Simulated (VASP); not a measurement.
Write the native input for VASP 6.6.1 that does the following.

```yaml
Task: single point
Functional: PBE
Potentials_or_basis: VASP PAW PBE potentials, release 64 (C, H)
Cutoff: 520 eV
k_mesh: 6 × 3 × 1
Occupations: gaussian, width 0.1 eV
Spin: no spin polarisation
Dipole_correction: yes
Further_INCAR_settings: ALGO = Normal; EDIFF = 1e-06; NBANDS = 38
```

The structure of HC6 lies in POSCAR:

```
HC6
1.0
    4.9326910638      0.0000000000      0.0000000000
    0.0000000000      8.5222964205      0.0000000000
    0.0000000000      0.0000000000     22.9416055954
C H
12 2
Direct
    0.0000000000      0.0000000000      0.1743557130
    0.5000000000      0.0000000000      0.1743557130
    0.2500000000      0.0000000000      0.2053898368
    0.7500000000      0.0000000000      0.2053898368
    0.2500000000      0.0000000000      0.2674580844
    0.7500000000      0.0000000000      0.2674580844
    0.0000000000      0.0000000000      0.2977124344
    0.5000000000      0.0000000000      0.2977124344
    0.0000000000      0.0000000000      0.3626190265
    0.5000000000      0.0000000000      0.3626190265
    0.2500000000      0.0000000000      0.3897550046
    0.7500000000      0.0000000000      0.3897550046
    0.1739765890      0.0000000000      0.4372669364
    0.3260234110      0.0000000000      0.4372669364
```

These files were run (other wordings do the same):

INCAR

```
SYSTEM = HC6
ALGO = Normal
DIPOL = 0.5 0.5 0.305
EDIFF = 1E-6
ENCUT = 520
GGA = PE
IDIPOL = 3
ISIF = 2
ISMEAR = 0
LASPH = .True.
LCHARG = .False.
LDIPOL = .True.
LREAL = .False.
LWAVE = .False.
NBANDS = 38
NELM = 80
PREC = Accurate
SIGMA = 0.1
```

KPOINTS

```
k-points
0
Gamma
  6 3 1
  0 0 0
```

Potentials or basis: VASP PAW PBE potentials, release 64 (C, H).

Command:

```console
$ cat potpaw_PBE.64/C/POTCAR potpaw_PBE.64/H/POTCAR > POTCAR
$ mpirun -np 1 vasp_std > vasp.out
```

Results of the run:

```yaml
Largest_force: 4.144 eV/Å
Band_gap_on_the_k_mesh: zero (bands 25 and 26 overlap by 0.02 eV)
```

Run time: 7 min on 1 thread of Intel(R) Xeon(R) 6975P-C (Granite Rapids) (shared host), peak memory 0.97 GiB.
